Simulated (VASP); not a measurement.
Runs of VASP 6.6.1 on GaN. The structure is that of space group P6_3mc (No. 186), or close to it. The cells are those of the table. 

```tsv
task	cell	cutoff (eV)	smearing	gap on the mesh (eV)	pressure (GPa)	largest force (eV/Å)
single point	a = 3.183, b = 3.183, c = 5.185 Å, angles 90.0, 90.0, 120.0°, 4 atoms	520	gaussian 0.02 eV	(c)	-0.1	-
single point	a = 3.335, b = 3.335, c = 5.340 Å, angles 90.0, 90.0, 120.0°, 4 atoms	520	gaussian 0.02 eV	0.85	-4.5	(b)
relaxation of shape and atoms at fixed volume	relaxed from a = 3.150, b = 3.150, c = 5.133 Å, angles 90.0, 90.0, 120.0°, 4 atoms	600	gaussian 0.02 eV	2.10	5.6	0.01
relaxation of shape and atoms at fixed volume	relaxed from a = 3.118, b = 3.118, c = 5.080 Å, angles 90.0, 90.0, 120.0°, 4 atoms	600	gaussian 0.02 eV	2.30	12.9	0.01
single point	a = 3.167, b = 3.151, c = 5.132 Å, angles 89.6, 90.1, 120.4°, 4 atoms	520	gaussian 0.02 eV	2.00	(a)	1.73
single point	a = 3.150, b = 3.150, c = 5.133 Å, angles 90.0, 90.0, 120.0°, 4 atoms	520	gaussian 0.02 eV	2.10	5.9	0.01
single point	a = 3.214, b = 3.214, c = 5.237 Å, angles 90.0, 90.0, 120.0°, 4 atoms	520	gaussian 0.02 eV	1.70	-5.4	0.01
single point	a = 3.117, b = 3.117, c = 5.080 Å, angles 90.0, 90.0, 120.0°, 4 atoms	520	gaussian 0.02 eV	2.30	13.1	0.01
single point	a = 3.247, b = 3.247, c = 5.585 Å, angles 90.0, 90.0, 120.0°, 4 atoms	520	gaussian 0.02 eV	1.35	-5.4	0.45
```

Alike in all rows: level PBEsol; potentials or basis VASP PAW PBE potentials, release 64 (Ga_d, N); no spin polarisation; k mesh 12 × 12 × 6.

Question: Estimate the missing entries.

Answer: (a) 6.6; (b) 6.29; (c) 1.89.

Caveats: the PAW data sets were made with another functional, which shifts forces and pressure a little; the relaxation stopped at its first step, so nothing moved (some runs).

A k mesh can miss the band edges, and the runs leave out spin-orbit coupling on Ga.
